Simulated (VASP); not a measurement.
# MgC18 in VASP: single point with LDA

Aim: the single point of MgC18 with LDA.

Everything below comes from runs of VASP 6.6.1. Logs are shortened: lines on timing, memory, paths and dates and some standing lists are left out, and cuts for length are marked.

## Step 1: The cell of the first run

The cell holds a slab with vacuum, 19 atoms: a = 7.398 Å, b = 7.398 Å, c = 11.000 Å, α = 90.00°, β = 90.00°, γ = 120.00°.

## Step 2: Single point, LDA

INCAR

```
SYSTEM = MgC18
PREC = Accurate
ENCUT = 520
EDIFF = 1E-7
ISMEAR = -1
SIGMA = 0.02
LREAL = Auto
LASPH = .True.
NELM = 100
ALGO = Normal
ISIF = 2
LWAVE = .False.
LCHARG = .True.
LELF = .True.
LVHAR = .True.
NBANDS = 52
```

KPOINTS

```
regular mesh
0
Gamma
  2 2 1
  0 0 0
```

POSCAR

```
MgC18
1.0
    7.3980000000      0.0000000000      0.0000000000
   -3.6990000000      6.4068560000      0.0000000000
    0.0000000000      0.0000000000     11.0000000000
C Mg
18 1
Direct
    0.0022527170     -0.0024258634      0.0864970450
    0.2259717206      0.1082225446      0.0864015815
    0.0022239752      0.3307934657      0.0862842907
    0.2259574285      0.4414309693      0.0863898853
    0.0023435224      0.6642499373      0.0859938889
    0.2259257946      0.7748805933      0.0860864206
    0.3358323098     -0.0022158273      0.0864398198
    0.5591326105      0.1082260084      0.0865072038
    0.3357700790      0.3308600739      0.0861354604
    0.5591713506      0.4414096665      0.0863370617
    0.3358244279      0.6644096203      0.0861968590
    0.5593004384      0.7749978280      0.0861494221
    0.6689933076     -0.0023935419      0.0861992304
    0.8923722399      0.1080546236      0.0861658947
    0.6688395012      0.3308249489      0.0863528614
    0.8924574547      0.4414658141      0.0860742906
    0.6690558035      0.6643608284      0.0864834120
    0.8924270023      0.7748991223      0.0864925402
    0.1392858162      0.5141122880      0.3749948319
```

Potentials or basis: VASP PAW LDA potentials, release 64 (C, Mg).

Started as:

```bash
$ cat potpaw_LDA.64/C/POTCAR potpaw_LDA.64/Mg/POTCAR > POTCAR
$ mpirun -np 1 vasp_std > vasp.out
```

OUTCAR:

```text
SYSTEM = MgC18
   PREC = Accurate
   ENCUT = 520
   EDIFF = 1E-7
   ISMEAR = -1
   LREAL = Auto
   LASPH = .True.
   NELM = 100
   ISIF = 2

 ion  position               nearest neighbor table
   1  0.002  0.998  0.086-  14 1.41  18 1.43   2 1.43
   2  0.226  0.108  0.086-   7 1.41   9 1.43   1 1.43
   3  0.002  0.331  0.086-  16 1.41  14 1.43   4 1.43
   4  0.226  0.441  0.086-   9 1.41  11 1.43   3 1.43
   5  0.002  0.664  0.086-  18 1.41  16 1.43   6 1.43
   6  0.226  0.775  0.086-  11 1.41   7 1.43   5 1.43
[... 10 lines left out ...]
  17  0.669  0.664  0.086-  12 1.41  10 1.43  18 1.43
  18  0.892  0.775  0.086-   5 1.41   1 1.43  17 1.43
  19  0.139  0.514  0.375-

  LATTYP: Found a hexagonal cell.
 ALAT       =     7.3980000000
 C/A-ratio  =     1.4868883482

  Lattice vectors:

 A1 = (   7.3980000000,   0.0000000000,   0.0000000000)
 A2 = (  -3.6990000000,   6.4068560000,   0.0000000000)
 A3 = (   0.0000000000,   0.0000000000,  11.0000000000)

Analysis of symmetry for initial positions (statically):
=====================================================================
 Subroutine PRICEL returns:
 Original cell was already a primitive cell.

 Routine SETGRP: Setting up the symmetry group for a
 hexagonal supercell.

 Subroutine GETGRP returns: Found  1 space group operations
 (whereof  1 operations were pure point group operations)
 out of a pool of 24 trial point group operations.

The static configuration has the point symmetry C_1 .

Analysis of symmetry for dynamics (positions and initial velocities):
=====================================================================
 Subroutine PRICEL returns:
 Original cell was already a primitive cell.

 Routine SETGRP: Setting up the symmetry group for a
 hexagonal supercell.

 Subroutine GETGRP returns: Found  1 space group operations
 (whereof  1 operations were pure point group operations)
 out of a pool of 24 trial point group operations.

The dynamic configuration has the point symmetry C_1 .

 Subroutine INISYM returns: Found  1 space group operations
 (whereof  1 operations are pure point group operations),
 and found     1 'primitive' translations

----------------------------------------------------------------------------------------

                                     Primitive cell

[... 105 lines left out ...]
   EDIFFG = 0.1E-05   stopping-criterion for IOM
   NSW    =      0    number of steps for IOM
   IBRION =     -1    ionic relax: 0-MD 1-quasi-New 2-CG
   NFREE  =      0    steps in history (QN), initial steepest desc. (CG)
   ISIF   =      2    stress and relaxation
   ISYM   =      2    0-nonsym 1-usesym 2-fastsym
   POTIM  = 0.5000    time-step for ionic-motion
   TEBEG  =    0.0;   TEEND  =   0.0 temperature during run
   PSTRESS=    0.0 pullay stress
   NELECT =      74.0000    total number of electrons
   NUPDOWN=      -1.0000    fix difference up-down
   EMIN   =  10.00;   EMAX   =-10.00  energy-range for DOS
   EFERMI =   0.00;   METHOD = LEGACY
   ISMEAR =    -1;   SIGMA  =   0.02  broadening in eV -4-tet -1-fermi 0-gaus
   EFERMI_NEDOS =   21; number of points for ismear=-14 and -15
   IALGO  =     38    algorithm
   IMIX   =      4    mixing-type and parameters
     AMIX     =   0.40;   BMIX     =  1.00
     AMIX_MAG =   1.60;   BMIX_MAG =  1.00
  volume/ion in A,a.u.               =      27.44       185.18
  Fermi-wavevector in a.u.,A,eV,Ry     =   0.853955  1.613740  9.921890  0.729238
  Thomas-Fermi vector in A             =   1.970477
   LORBIT       =      0    0 simple, 1 ext, 2 COOP (PROOUT), +10 PAW based schemes
   GGA     = CA    functional components
   LHFCALC =     F    Hartree Fock is set to
   AEXX    =    0.0000 exact exchange contribution
   IVDW    =     0    specifies the selected vdW correction
   LEPSILON=     F    determine dielectric tensor
   LRPA    =     F    only Hartree local field effects (RPA)
 non-spin polarized calculation
  energy-cutoff  :      520.00
  volume of cell :      521.38
 maximum number of plane-waves:     14099
 NGX is ok and might be reduce to    56
   NGX = 27   NGY = 27   NGZ = 41

 number of electron      74.0000005 magnetization

 Free energy of the ion-electron system (eV)
  ---------------------------------------------------
  ext. energy  EPLUGINS =         0.00000000
  ---------------------------------------------------
  free energy    TOTEN  =      -181.26198817 eV

  energy without entropy =     -181.25332492  energy(sigma->0) =     -181.25765654

 E-fermi :  -1.4933     XC(G=0):  -4.9357

 val. band max:       -1.5670484015   @ k =   0.5000   0.5000   0.0000
 cond. band min:      -1.4396036950   @ k =   0.0000   0.0000   0.0000
 fundamental gap:      0.1274447065
 Fermi energy:        -1.4932742926

 k-point     1 :       0.0000    0.0000    0.0000
  band No.  band energies     occupation
      1     -20.7930      2.00000
      2     -18.2426      2.00000
      3     -18.2298      2.00000
      4     -18.2286      2.00000
      5     -18.2198      2.00000
      6     -18.2090      2.00000
[... 197 lines left out ...]
     48       3.6418      0.00000
     49       4.0400      0.00000
 [bands above 49 left out]

------------------------ aborting loop because EDIFF is reached ----------------------------------------

  FORCE on cell =-STRESS in cart. coord.  units (eV):
  Direction    XX          YY          ZZ          XY          YZ          ZX
  --------------------------------------------------------------------------------------
  -------------------------------------------------------------------------------------
  Total      -10.1088458     -7.5990799     -0.2896248      4.1872549      0.0038315      0.0006091
  in kB      -31.0642003    -23.3517600     -0.8900090     12.8673171      0.0117741      0.0018718
  external PRESSURE =     -18.4353231 kB  Pullay stress =       0.0000000 kB

 VOLUME and BASIS-vectors are now :
 -----------------------------------------------------------------------------
  energy-cutoff  :      520.00
  volume of cell :      521.38
      direct lattice vectors                 reciprocal lattice vectors
     7.398000000  0.000000000  0.000000000     0.135171668  0.078041398  0.000000000
    -3.699000000  6.406856000  0.000000000     0.000000000  0.156082796  0.000000000
     0.000000000  0.000000000 11.000000000     0.000000000  0.000000000  0.090909091

 POSITION                                       TOTAL-FORCE (eV/Angst)
 -----------------------------------------------------------------------------------
     -3.67336      6.39131      0.95147         0.012295      0.008850      0.002242
      1.27142      0.69337      0.95042        -0.028677     -0.017711     -0.001868
     -1.20715      2.11935      0.94913         0.018368      0.017048      0.003085
      0.03878      2.82818      0.95029        -0.019533      0.001983     -0.001344
     -2.43972      4.25575      0.94593         0.008743      0.005800      0.004116
     -1.19488      4.96455      0.94695        -0.034334     -0.011159      0.003484
[... 11 lines left out ...]
      3.73582      4.96467      0.95142         0.011342     -0.004066      0.001816
     -0.87126      3.29384      4.12494         0.000674     -0.000359     -0.025170
 -----------------------------------------------------------------------------------
    total drift:                               -0.002593      0.002040      0.020633

  FREE ENERGIE OF THE ION-ELECTRON SYSTEM (eV)
  ---------------------------------------------------
  free  energy   TOTEN  =      -181.2619881678 eV

  energy  without entropy=     -181.2533249206  energy(sigma->0) =     -181.25765654
```

OSZICAR:

```text
N       E                     dE             d eps       ncg     rms          rms(c)
DAV:   1     0.544165265627E+03    0.54417E+03   -0.30101E+04   424   0.114E+03
DAV:   2    -0.107241001314E+03   -0.65141E+03   -0.62783E+03   632   0.268E+02
DAV:   3    -0.196647901603E+03   -0.89407E+02   -0.88943E+02   472   0.101E+02
[... 16 lines left out ...]
DAV:  20    -0.181261986133E+03   -0.24869E-05   -0.11074E-06   428   0.206E-03    0.210E-03
DAV:  21    -0.181261987609E+03   -0.14764E-05   -0.62427E-07   372   0.134E-03    0.380E-04
DAV:  22    -0.181261988040E+03   -0.43073E-06   -0.99018E-08   316   0.603E-04    0.232E-04
DAV:  23    -0.181261988153E+03   -0.11288E-06   -0.26237E-08   316   0.320E-04    0.215E-04
DAV:  24    -0.181261988168E+03   -0.14836E-07   -0.47235E-09   292   0.172E-04
   1 F= -.18126199E+03 E0= -.18125766E+03  d E =-.866325E-02
```

stdout:

```text
POSCAR found type information on POSCAR C Mg
 POSCAR found :  2 types and      19 ions
 scaLAPACK will be used
 LDA part: xc-table for (Slater(with rela. corr.)+CA(PZ))
 , standard interpolation
 POSCAR, INCAR and KPOINTS ok, starting setup
 FFT: planning ... GRIDC
 FFT: planning ... GRID_SOFT
 FFT: planning ... GRID
 WAVECAR not read
 entering main loop
```

Wall time 12 min (1 thread of Intel Xeon 8259CL, shared host); peak memory 0.41 GiB.

What came out:

| Quantity | Value |
| --- | --- |
| Free energy | -181.2620 eV |
| Largest force | 0.036 eV/Å |
| Band gap on the k mesh | 0.13 eV |

Forces in eV/Å, atoms in the order of the input:
```
C    0.012  0.009  0.002
C   -0.029 -0.018 -0.002
C    0.018  0.017  0.003
C   -0.020  0.002 -0.001
C    0.009  0.006  0.004
C   -0.034 -0.011  0.003
C   -0.013 -0.021  0.006
C    0.011 -0.008  0.003
C   -0.001  0.007  0.000
C   -0.005  0.029  0.001
C   -0.001 -0.021 -0.001
C    0.025 -0.018  0.001
C   -0.004  0.006 -0.001
C    0.022 -0.013  0.002
C    0.011  0.019  0.002
C   -0.010  0.029  0.002
C   -0.002 -0.010  0.000
C    0.011 -0.004  0.002
Mg   0.001  0.000 -0.025
```

Levels at points of the mesh, in eV from the valence-band top:
```tsv
k point	band 34	band 35	band 36	band 37	band 38	band 39	band 40	band 41
(0.00, 0.00, 0.00)	-2.79	-0.11	-0.03	0.00	0.13	0.14	3.49	3.69
(0.50, 0.00, 0.00)	-2.58	-2.56	-2.34	0.00	1.75	2.46	2.50	2.57
(0.00, 0.50, 0.00)	-2.58	-2.56	-2.32	0.00	1.70	2.45	2.48	2.60
(0.50, 0.50, 0.00)	-2.61	-2.59	-2.22	0.00	1.55	2.52	2.55	2.57
```

Caveat: the k points lie up to 0.49 Å⁻¹ apart; there is no dipole correction, which matters where the two faces differ; semilocal functionals underestimate gaps, and a narrow one can read as zero.
